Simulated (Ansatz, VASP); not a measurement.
# One calculation of As, two programs

INCAR

```
  ALGO = Normal
  EDIFF = 1E-6
  EDIFFG = -0.005
  ENCUT = 600
  GGA = PE
  IBRION = 2
  ISIF = 3
  ISMEAR = 0
  IVDW = 12
  LASPH = True
  LCHARG = False
  LREAL = False
  LWAVE = False
  NELM = 80
  NSW = 100
  PREC = Accurate
  SIGMA = 0.1
```

File KPOINTS:

```
k-points
0
Gamma
  15 15 15
```

POSCAR

```
As
1.0
    1.8807968987      1.0858785957      3.5140619945
   -1.8807968987      1.0858785957      3.5140619945
    0.0000000000     -2.1717571915      3.5140619945
As
2
Direct
    0.7740000000      0.7740000000      0.7740000000
    0.2260000000      0.2260000000      0.2260000000
```

Input for Ansatz:

```yaml
crystal:
  lattice:
    - [1.8807968987, 1.0858785957, 3.5140619945]
    - [-1.8807968987, 1.0858785957, 3.5140619945]
    - [0.0, -2.1717571915, 3.5140619945]
  atoms:
    - { symbol: As, position: [0.774, 0.774, 0.774] }
    - { symbol: As, position: [0.226, 0.226, 0.226] }
basis:
  ecutwfc: 420
kpoints:
  mp_grid: { grid: [15, 15, 15] }
hamiltonian:
  xc: pbe
  dispersion: d3bj
scf:
  occupations: { method: gaussian, width: 0.1 }
output:
  forces: true
  stress: true
  eigenvalues: true
  write_density: true
  write_potential: true
  elf: true
  volumetric_format: npy
relax:
  adjacent_minimum: "off"
  f_tol: 0.005
  max_steps: 80
  cell: { stress_tol: 0.05 }
```

Alike in both runs: task relaxation of cell and atoms; functional PBE; dispersion D3(BJ); k mesh 15 × 15 × 15; occupations gaussian, width 0.1 eV; no spin polarisation.

|  | VASP | Ansatz |
| --- | --- | --- |
| version | VASP 6.6.1 | Ansatz 0.2.0 |
| potentials or method | VASP PAW PBE potentials, release 64 (As), cutoff 600 eV | scalar-relativistic, plane waves, PAW |
| valence electrons in the cell | 10 | 30 |

```tsv
	VASP	Ansatz	Ansatz less VASP
gap on the k mesh at the Fermi level, each at its own relaxed structure (eV)	none	none	-
relaxed volume (Å³/atom)	20.91	20.89	-0.016
relaxed length of the cell vector where the two differ most in proportion (Å)	4.013	4.017	+0.0044
```

A gap of «none» marks a metal or a gap that the smearing closes. VASP's potentials hold 10 valence electrons a cell and Ansatz's 30, so a difference there can come from the potentials and not from the codes.
